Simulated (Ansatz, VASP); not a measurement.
PbF2 in VASP and in Ansatz

Contents of INCAR:

```
SYSTEM = PbF2
PREC = Accurate ; ENCUT = 600
EDIFF = 1E-6 ; ISMEAR = -1
SIGMA = 0.1 ; LREAL = .False.
LASPH = .True. ; NELM = 100
ALGO = Normal ; ISIF = 3
LWAVE = .False. ; LCHARG = .False.
GGA = PS ; IBRION = 2
NSW = 100 ; EDIFFG = -0.002
```

Contents of KPOINTS:

```
regular mesh
0
Gamma
  12 12 12
  0 0 0
```

POSCAR

```
PbF2
1.0
    2.9636600000      2.9636600000      0.0000000000
   -2.9636600000      2.9636600000      0.0000000000
    0.0000000000      2.9636600000      2.9636600000
Pb F
1 2
Direct
    0.0000000000      0.0000000000      0.0000000000
    0.2500000000      0.7500000000      0.5000000000
    0.7500000000      0.2500000000      0.5000000000
```

Input for Ansatz:

```yaml
crystal:
  lattice:
    - [2.96366, 2.96366, 0.0]
    - [-2.96366, 2.96366, 0.0]
    - [0.0, 2.96366, 2.96366]
  atoms:
    - { symbol: Pb, position: [0.0, 0.0, 0.0] }
    - { symbol: F, position: [0.25, 0.75, 0.5] }
    - { symbol: F, position: [0.75, 0.25, 0.5] }
kpoints:
  mp_grid: { grid: [12, 12, 12] }
scf:
  occupations: { method: fermi_dirac, width: 0.1 }
hamiltonian:
  xc: pbesol
  pseudopotentials: { kind: paw }
relax:
  f_tol: 0.002
  max_steps: 80
  cell: {}
output:
  forces: true
  stress: true
  write_density: true
  write_potential: true
  elf: true
  volumetric_format: npy
```

Alike in both runs: task relaxation of cell and atoms; functional PBEsol; k mesh 12 × 12 × 12; occupations fermi-dirac, width 0.1 eV; no spin polarisation.

```csv
,VASP,Ansatz
version,VASP 6.6.1,Ansatz 0.2.0
potentials or method,"VASP PAW PBE potentials, release 64 (Pb_d, F)","PAW with Ansatz's default frozen-core files, scalar-relativistic"
plane-wave cutoff (eV),600,420
valence electrons in the cell,28,28
```

```csv
,VASP,Ansatz,Ansatz less VASP
"gap on the k mesh at the Fermi level, each at its own relaxed structure (eV)",4.30,4.31,+0.005
relaxed volume (Å³/atom),17.05,17.10,+0.055
relaxed length of the cell vector where the two differ most in proportion (Å),4.167,4.171,+0.0044
```

VASP's potentials were made for PBE, not for PBEsol.

Spin-orbit coupling is off throughout.
